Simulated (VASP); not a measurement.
# Ta (Im-3m) in VASP: a series of runs, part 2 of 2

VASP 6.6.1.

### Step 4. Single point, PBE

The input, INCAR:

```
SYSTEM = Ta
  PREC = Accurate
  ENCUT = 520
  EDIFF = 1E-6
  ISMEAR = -1
  SIGMA = 0.03
  LREAL = .False.
  LASPH = .True.
  NELM = 100
  ALGO = Normal
  ISIF = 2
  LWAVE = .False.
  LCHARG = .False.
  GGA = PE
  NBANDS = 12
```

The input, KPOINTS:

```
regular mesh
0
Gamma
  13 13 13
  0 0 0
```

The input, POSCAR:

```
Ta
1.0
   -1.6607181506      1.6607181506      1.6607181506
    1.6607181506     -1.6607181506      1.6607181506
    1.6607181506      1.6607181506     -1.6607181506
Ta
1
Direct
    0.0000000000      0.0000000000      0.0000000000
```

Potentials or basis: VASP PAW PBE potentials, release 64 (Ta_pv).

Command:

```console
$ cat potpaw_PBE.64/Ta_pv/POTCAR > POTCAR
$ mpirun -np 1 vasp_std > vasp.out
```

OUTCAR:

```text
SYSTEM = Ta
   PREC = Accurate
   ENCUT = 520
   EDIFF = 1E-6
   ISMEAR = -1
   LREAL = .False.
   LASPH = .True.
   NELM = 100
   ISIF = 2
   GGA = PE

 ion  position               nearest neighbor table
   1  0.000  0.000  0.000-

  LATTYP: Found a body centered cubic cell.
 ALAT       =     3.3214363012

  Lattice vectors:

 A1 = (  -1.6607181506,   1.6607181506,   1.6607181506)
 A2 = (   1.6607181506,  -1.6607181506,   1.6607181506)
 A3 = (   1.6607181506,   1.6607181506,  -1.6607181506)

Analysis of symmetry for initial positions (statically):
=====================================================================
 Subroutine PRICEL returns:
 Original cell was already a primitive cell.

 Routine SETGRP: Setting up the symmetry group for a
 body centered cubic supercell.

 Subroutine GETGRP returns: Found 48 space group operations
 (whereof 48 operations were pure point group operations)
 out of a pool of 48 trial point group operations.

The static configuration has the point symmetry O_h .

Analysis of symmetry for dynamics (positions and initial velocities):
=====================================================================
 Subroutine PRICEL returns:
 Original cell was already a primitive cell.

 Routine SETGRP: Setting up the symmetry group for a
 body centered cubic supercell.

 Subroutine GETGRP returns: Found 48 space group operations
 (whereof 48 operations were pure point group operations)
 out of a pool of 48 trial point group operations.

The dynamic configuration has the point symmetry O_h .

 Subroutine INISYM returns: Found 48 space group operations
 (whereof 48 operations are pure point group operations),
 and found     1 'primitive' translations

----------------------------------------------------------------------------------------

                                     Primitive cell

  volume of cell :      18.3209

  direct lattice vectors                    reciprocal lattice vectors
    -1.660718151  1.660718151  1.660718151     0.000000000  0.301074568  0.301074568
     1.660718151 -1.660718151  1.660718151     0.301074568  0.000000000  0.301074568
     1.660718151  1.660718151 -1.660718151     0.301074568  0.301074568  0.000000000

  length of vectors
     2.876448214  2.876448214  2.876448214     0.425783738  0.425783738  0.425783738

  position of ions in fractional coordinates (direct lattice)
     0.000000000  0.000000000  0.000000000

  ion indices of the primitive-cell ions
   primitive index   ion index
                 1           1

----------------------------------------------------------------------------------------

 KPOINTS: regular mesh

Automatic generation of k-mesh.
 Grid dimensions read from file:
 generate k-points for:   13   13   13

 Generating k-lattice:

  Cartesian coordinates                     Fractional coordinates (reciprocal lattice)
     0.000000000  0.023159582  0.023159582     0.076923077  0.000000000  0.000000000
     0.023159582  0.000000000  0.023159582     0.000000000  0.076923077  0.000000000
     0.023159582  0.023159582  0.000000000     0.000000000  0.000000000  0.076923077

  Length of vectors
     0.032752595  0.032752595  0.032752595

  Shift w.r.t. Gamma in fractional coordinates (k-lattice)
     0.000000000  0.000000000  0.000000000

 Subroutine IBZKPT returns following result:
 ===========================================

 Found     84 irreducible k-points:

 Following reciprocal coordinates:
            Coordinates               Weight
  0.000000  0.000000  0.000000      1.000000
  0.076923  0.000000  0.000000     12.000000
  0.153846  0.000000  0.000000     12.000000
  0.230769  0.000000  0.000000     12.000000
  0.307692  0.000000  0.000000     12.000000
  0.384615  0.000000  0.000000     12.000000
[... 16 lines left out ...]
  0.153846  0.076923  0.076923     24.000000
  0.230769  0.076923  0.076923     24.000000
 [... further k-points ...]
   k-points           NKPTS =     84   k-points in BZ     NKDIM =     84   number of bands    NBANDS=     12
   number of dos      NEDOS =    301   number of ions     NIONS =      1
   total plane-waves  NPLWV =  13824
   dimension x,y,z NGX =    24 NGY =   24 NGZ =   24
   dimension x,y,z NGXF=    48 NGYF=   48 NGZF=   48
   ions per type =               1
   NGX,Y,Z   is equivalent  to a cutoff of  13.87, 13.87, 13.87 a.u.
   NGXF,Y,Z  is equivalent  to a cutoff of  27.74, 27.74, 27.74 a.u.
 SYSTEM =  Ta
   PREC   = accura    normal or accurate (medium, high low for compatibility)
   ISTART =      0    job   : 0-new  1-cont  2-samecut
   ICHARG =      2    charge: 1-file 2-atom 10-const
   ISPIN  =      1    spin polarized calculation?
   LNONCOLLINEAR =      F non collinear calculations
   LSORBIT =      F    spin-orbit coupling
   LASPH  =      T    aspherical Exc in radial PAW
   ENCUT  =  520.0 eV  38.22 Ry    6.18 a.u.   5.35  5.35  5.35*2*pi/ulx,y,z
   NELM   =    100;   NELMIN=  2; NELMDL= -5     # of ELM steps
   EDIFF  = 0.1E-05   stopping-criterion for ELM
   LREAL  =      F    real-space projection
   EDIFFG = 0.1E-04   stopping-criterion for IOM
   NSW    =      0    number of steps for IOM
   IBRION =     -1    ionic relax: 0-MD 1-quasi-New 2-CG
   NFREE  =      0    steps in history (QN), initial steepest desc. (CG)
   ISIF   =      2    stress and relaxation
   ISYM   =      2    0-nonsym 1-usesym 2-fastsym
   POTIM  = 0.5000    time-step for ionic-motion
   TEBEG  =    0.0;   TEEND  =   0.0 temperature during run
   PSTRESS=    0.0 pullay stress
   NELECT =      11.0000    total number of electrons
   NUPDOWN=      -1.0000    fix difference up-down
   EMIN   =  10.00;   EMAX   =-10.00  energy-range for DOS
   EFERMI =   0.00;   METHOD = LEGACY
   ISMEAR =    -1;   SIGMA  =   0.03  broadening in eV -4-tet -1-fermi 0-gaus
   EFERMI_NEDOS =   21; number of points for ismear=-14 and -15
   IALGO  =     38    algorithm
   IMIX   =      4    mixing-type and parameters
     AMIX     =   0.40;   BMIX     =  1.00
     AMIX_MAG =   1.60;   BMIX_MAG =  1.00
  volume/ion in A,a.u.               =      18.32       123.64
  Fermi-wavevector in a.u.,A,eV,Ry     =   1.381094  2.609889 25.952020  1.907420
  Thomas-Fermi vector in A             =   2.505910
   LORBIT       =      0    0 simple, 1 ext, 2 COOP (PROOUT), +10 PAW based schemes
   GGA     = PE    functional components
   LHFCALC =     F    Hartree Fock is set to
   AEXX    =    0.0000 exact exchange contribution
   IVDW    =     0    specifies the selected vdW correction
   LEPSILON=     F    determine dielectric tensor
   LRPA    =     F    only Hartree local field effects (RPA)
 non-spin polarized calculation
  energy-cutoff  :      520.00
  volume of cell :       18.32
 maximum number of plane-waves:       531
 NGX is ok and might be reduce to    24
   NGX = 11   NGY = 11   NGZ = 11

 number of electron      11.0000000 magnetization

 Free energy of the ion-electron system (eV)
  ---------------------------------------------------
  ext. energy  EPLUGINS =         0.00000000
  ---------------------------------------------------
  free energy    TOTEN  =       -11.81481375 eV

  energy without entropy =      -11.81084948  energy(sigma->0) =      -11.81283161

 E-fermi :   5.3180     XC(G=0): -12.5329

 val. band max:        5.3068166705   @ k =  -0.3846   0.4615   0.1538
 cond. band min:       5.3542726083   @ k =   0.2308   0.0000   0.0000
 fundamental gap:      0.0474559378
 Fermi energy:         5.3180354959

 k-point     1 :       0.0000    0.0000    0.0000
  band No.  band energies     occupation
      1     -27.7995      2.00000
      2     -27.7995      2.00000
      3     -27.7995      2.00000
      4      -2.5012      2.00000
      5       6.0787      0.00000
      6       6.0787      0.00000
      7       6.0787      0.00000
      8       9.2922      0.00000
      9       9.2922      0.00000
     10      19.9741      0.00000
     11      20.2805      0.00000
     12      20.2805      0.00000

 k-point     2 :       0.0769    0.0000    0.0000
  band No.  band energies     occupation
      1     -27.8683      2.00000
      2     -27.8208      2.00000
      3     -27.7998      2.00000
      4      -2.2433      2.00000
      5       5.9128      0.00000
      6       6.0265      0.00000
      7       6.3317      0.00000
      8       9.0355      0.00000
      9       9.2938      0.00000
     10      19.9739      0.00000
     11      20.5066      0.00000
     12      20.7333      0.00000
[... 316 lines left out ...]
 k-point    24 :       0.2308    0.0769    0.0769
  band No.  band energies     occupation
      1     -28.5950      2.00000
      2     -28.0432      2.00000
      3     -27.8602      2.00000
      4       0.9331      2.00000
      5       4.2864      2.00000
      6       4.6876      2.00000
      7       9.0973      0.00000
      8       9.7045      0.00000
      9      10.8010      0.00000
     10      19.8544      0.00000
     11      19.9301      0.00000
     12      20.0984      0.00000

 [... further k-points ...]
[... 5 lines left out ...]
  --------------------------------------------------------------------------------------
  -------------------------------------------------------------------------------------
  Total        0.0371615      0.0371615      0.0371615     -0.0000000     -0.0000000      0.0000000
  in kB        3.2497982      3.2497982      3.2497982     -0.0000000     -0.0000000      0.0000000
  external PRESSURE =       3.2497982 kB  Pullay stress =       0.0000000 kB

 VOLUME and BASIS-vectors are now :
 -----------------------------------------------------------------------------
  energy-cutoff  :      520.00
  volume of cell :       18.32
      direct lattice vectors                 reciprocal lattice vectors
    -1.660718151  1.660718151  1.660718151     0.000000000  0.301074568  0.301074568
     1.660718151 -1.660718151  1.660718151     0.301074568  0.000000000  0.301074568
     1.660718151  1.660718151 -1.660718151     0.301074568  0.301074568  0.000000000

 POSITION                                       TOTAL-FORCE (eV/Angst)
 -----------------------------------------------------------------------------------
      0.00000      0.00000      0.00000        -0.000000     -0.000000      0.000000
 -----------------------------------------------------------------------------------
    total drift:                               -0.000000      0.000000      0.000000

  FREE ENERGIE OF THE ION-ELECTRON SYSTEM (eV)
  ---------------------------------------------------
  free  energy   TOTEN  =       -11.8148137503 eV

  energy  without entropy=      -11.8108494769  energy(sigma->0) =      -11.81283161
```

OSZICAR:

```text
N       E                     dE             d eps       ncg     rms          rms(c)
DAV:   1     0.582928290140E+02    0.58293E+02   -0.60793E+03  2016   0.868E+02
DAV:   2    -0.113013115923E+02   -0.69594E+02   -0.67886E+02  2236   0.241E+02
DAV:   3    -0.122865901412E+02   -0.98528E+00   -0.98000E+00  2436   0.269E+01
DAV:   4    -0.122893146685E+02   -0.27245E-02   -0.27241E-02  2264   0.156E+00
DAV:   5    -0.122893235434E+02   -0.88750E-05   -0.88755E-05  2440   0.861E-02    0.131E+01
DAV:   6    -0.119254210542E+02    0.36390E+00   -0.29391E-01  2376   0.586E+00    0.632E+00
DAV:   7    -0.118156792930E+02    0.10974E+00   -0.26705E-01  2328   0.517E+00    0.375E-01
DAV:   8    -0.118148284205E+02    0.85087E-03   -0.78218E-03  2220   0.689E-01    0.101E-01
DAV:   9    -0.118148212407E+02    0.71798E-05   -0.87248E-05  2380   0.985E-02    0.273E-02
DAV:  10    -0.118148136815E+02    0.75592E-05   -0.44175E-06  2204   0.234E-02    0.290E-03
DAV:  11    -0.118148137503E+02   -0.68838E-07   -0.24048E-07  1248   0.558E-03
   1 F= -.11814814E+02 E0= -.11812832E+02  d E =-.396427E-02
```

stdout:

```text
POSCAR found type information on POSCAR Ta
 POSCAR found :  1 types and       1 ions
 scaLAPACK will be used
 LDA part: xc-table for (Slater+PW92), standard interpolation
 POSCAR, INCAR and KPOINTS ok, starting setup
 FFT: planning ... GRIDC
 FFT: planning ... GRID_SOFT
 FFT: planning ... GRID
 WAVECAR not read
 entering main loop
```

It took 34 s on 1 thread of AMD EPYC 7R13, shared host; peak memory 0.12 GiB.

Results:

| Quantity | Value |
| --- | --- |
| Free energy | -11.8148 eV |
| Pressure | 0.3 GPa |

Caveat: spin-orbit coupling is left out, which moves the levels of the heavy elements.

### Step 5. Single point, PBE

The input, INCAR:

```
  PREC = Accurate
  ENCUT = 520
  EDIFF = 1E-6
  ISMEAR = -1
  SIGMA = 0.2
  LREAL = False
  LASPH = True
  NELM = 60
  ALGO = Normal
  ISIF = 2
  LWAVE = False
  LCHARG = False
  GGA = PE
  NBANDS = 12
```

The input, KPOINTS:

```
Automatic mesh
0
Gamma
  13 13 13
```

POSCAR is that of step 4.

Potentials or basis: VASP PAW PBE potentials, release 64 (Ta_pv).

Command:

```console
$ cat potpaw_PBE.64/Ta_pv/POTCAR > POTCAR
$ mpirun -np 1 vasp_std > vasp.out
```

OUTCAR:

```text
PREC = Accurate
   ENCUT = 520
   EDIFF = 1E-6
   ISMEAR = -1
   LREAL = False
   LASPH = True
   NELM = 60
   ISIF = 2
   GGA = PE

 ion  position               nearest neighbor table
   1  0.000  0.000  0.000-

  LATTYP: Found a body centered cubic cell.
 ALAT       =     3.3214363012

  Lattice vectors:

 A1 = (  -1.6607181506,   1.6607181506,   1.6607181506)
 A2 = (   1.6607181506,  -1.6607181506,   1.6607181506)
 A3 = (   1.6607181506,   1.6607181506,  -1.6607181506)

Analysis of symmetry for initial positions (statically):
=====================================================================
 Subroutine PRICEL returns:
 Original cell was already a primitive cell.

 Routine SETGRP: Setting up the symmetry group for a
 body centered cubic supercell.

 Subroutine GETGRP returns: Found 48 space group operations
 (whereof 48 operations were pure point group operations)
 out of a pool of 48 trial point group operations.

The static configuration has the point symmetry O_h .

Analysis of symmetry for dynamics (positions and initial velocities):
=====================================================================
 Subroutine PRICEL returns:
 Original cell was already a primitive cell.

 Routine SETGRP: Setting up the symmetry group for a
 body centered cubic supercell.

 Subroutine GETGRP returns: Found 48 space group operations
 (whereof 48 operations were pure point group operations)
 out of a pool of 48 trial point group operations.

The dynamic configuration has the point symmetry O_h .

 Subroutine INISYM returns: Found 48 space group operations
 (whereof 48 operations are pure point group operations),
 and found     1 'primitive' translations

----------------------------------------------------------------------------------------

                                     Primitive cell
[... 113 lines left out ...]
   LORBIT       =      0    0 simple, 1 ext, 2 COOP (PROOUT), +10 PAW based schemes
   GGA     = PE    functional components
   LHFCALC =     F    Hartree Fock is set to
   AEXX    =    0.0000 exact exchange contribution
   IVDW    =     0    specifies the selected vdW correction
   LEPSILON=     F    determine dielectric tensor
   LRPA    =     F    only Hartree local field effects (RPA)
 non-spin polarized calculation
  energy-cutoff  :      520.00
  volume of cell :       18.32
 maximum number of plane-waves:       531
 NGX is ok and might be reduce to    24
   NGX = 11   NGY = 11   NGZ = 11

 number of electron      11.0000000 magnetization

 Free energy of the ion-electron system (eV)
  ---------------------------------------------------
  ext. energy  EPLUGINS =         0.00000000
  ---------------------------------------------------
  free energy    TOTEN  =       -11.89920072 eV

  energy without entropy =      -11.73643211  energy(sigma->0) =      -11.81781641

 E-fermi :   5.4045     XC(G=0): -12.5304

 val. band max:        5.4000002024   @ k =  -0.3077   0.3077   0.1538
 cond. band min:       5.4070156692   @ k =   0.1538   0.0769   0.0000
 fundamental gap:      0.0070154668
 Fermi energy:         5.4045049216

 k-point     1 :       0.0000    0.0000    0.0000
  band No.  band energies     occupation
      1     -27.7821      2.00000
      2     -27.7821      2.00000
      3     -27.7821      2.00000
      4      -2.5015      2.00000
      5       6.0871      0.06380
      6       6.0871      0.06380
      7       6.0871      0.06380
      8       9.2998      0.00000
      9       9.2998      0.00000
     10      19.9990      0.00000
     11      20.2788      0.00000
     12      20.2788      0.00000
[... 331 lines left out ...]
 k-point    24 :       0.2308    0.0769    0.0769
  band No.  band energies     occupation
      1     -28.5786      2.00000
      2     -28.0261      2.00000
      3     -27.8430      2.00000
      4       0.9342      2.00000
      5       4.2927      1.99232
      6       4.6923      1.94476
      7       9.1059      0.00000
      8       9.7131      0.00000
      9      10.8107      0.00000
     10      19.8682      0.00000
     11      19.9304      0.00000
     12      20.1144      0.00000

 [... further k-points ...]

------------------------ aborting loop because EDIFF is reached ----------------------------------------

  FORCE on cell =-STRESS in cart. coord.  units (eV):
  Direction    XX          YY          ZZ          XY          YZ          ZX
  --------------------------------------------------------------------------------------
  -------------------------------------------------------------------------------------
  Total        0.0566497      0.0566497      0.0566497     -0.0000000     -0.0000000      0.0000000
  in kB        4.9540484      4.9540484      4.9540484     -0.0000000     -0.0000000      0.0000000
  external PRESSURE =       4.9540484 kB  Pullay stress =       0.0000000 kB

 VOLUME and BASIS-vectors are now :
 -----------------------------------------------------------------------------
  energy-cutoff  :      520.00
  volume of cell :       18.32
      direct lattice vectors                 reciprocal lattice vectors
    -1.660718151  1.660718151  1.660718151     0.000000000  0.301074568  0.301074568
     1.660718151 -1.660718151  1.660718151     0.301074568  0.000000000  0.301074568
     1.660718151  1.660718151 -1.660718151     0.301074568  0.301074568  0.000000000

 POSITION                                       TOTAL-FORCE (eV/Angst)
 -----------------------------------------------------------------------------------
      0.00000      0.00000      0.00000         0.000000      0.000000      0.000000
 -----------------------------------------------------------------------------------
    total drift:                               -0.000000      0.000000      0.000000

  FREE ENERGIE OF THE ION-ELECTRON SYSTEM (eV)
  ---------------------------------------------------
  free  energy   TOTEN  =       -11.8992007202 eV

  energy  without entropy=      -11.7364321071  energy(sigma->0) =      -11.81781641
```

OSZICAR:

```text
N       E                     dE             d eps       ncg     rms          rms(c)
DAV:   1     0.582565529941E+02    0.58257E+02   -0.60793E+03  2016   0.868E+02
DAV:   2    -0.113755162244E+02   -0.69632E+02   -0.67865E+02  2236   0.241E+02
DAV:   3    -0.123652022812E+02   -0.98969E+00   -0.98118E+00  2436   0.269E+01
DAV:   4    -0.123679258551E+02   -0.27236E-02   -0.27233E-02  2264   0.156E+00
DAV:   5    -0.123679347208E+02   -0.88658E-05   -0.88658E-05  2440   0.861E-02    0.130E+01
DAV:   6    -0.120072073136E+02    0.36073E+00   -0.29313E-01  2376   0.584E+00    0.630E+00
DAV:   7    -0.119000396350E+02    0.10717E+00   -0.26503E-01  2328   0.513E+00    0.379E-01
DAV:   8    -0.118992361493E+02    0.80349E-03   -0.81452E-03  2204   0.737E-01    0.142E-01
DAV:   9    -0.118992077712E+02    0.28378E-04   -0.14873E-04  2380   0.129E-01    0.269E-02
DAV:  10    -0.118992005891E+02    0.71821E-05   -0.42209E-06  2212   0.225E-02    0.289E-03
DAV:  11    -0.118992007202E+02   -0.13110E-06   -0.21656E-07  1272   0.526E-03
   1 F= -.11899201E+02 E0= -.11817816E+02  d E =-.162769E+00
```

It took 37 s on 1 thread of AMD EPYC 7R13, shared host; peak memory 0.12 GiB.

What came out:

* Free energy: -11.8992 eV
* Pressure: 0.5 GPa

Caveat: spin-orbit coupling is left out, which moves the levels of the heavy elements.

### Step 6. Overview

| smearing | gap on the mesh (eV) | pressure (GPa) |
| --- | --- | --- |
| fermi-dirac 0.1 eV | none | 0.1 |
| fermi-dirac 0.01 eV | none | 0.4 |
| fermi-dirac 0.03 eV | none | 0.3 |
| fermi-dirac 0.2 eV | none | 0.5 |

Alike in all rows: task single point; level PBE; potentials or basis VASP PAW PBE potentials, release 64 (Ta_pv); no spin polarisation; cell as given; k mesh 13 × 13 × 13; cutoff (eV) 520.

Every run on the cell as given and a fine mesh finds a metal.

Caveats: spin-orbit coupling is left out, which moves the levels of the heavy elements.

Absolute energies hang on the potentials; compare differences alone.
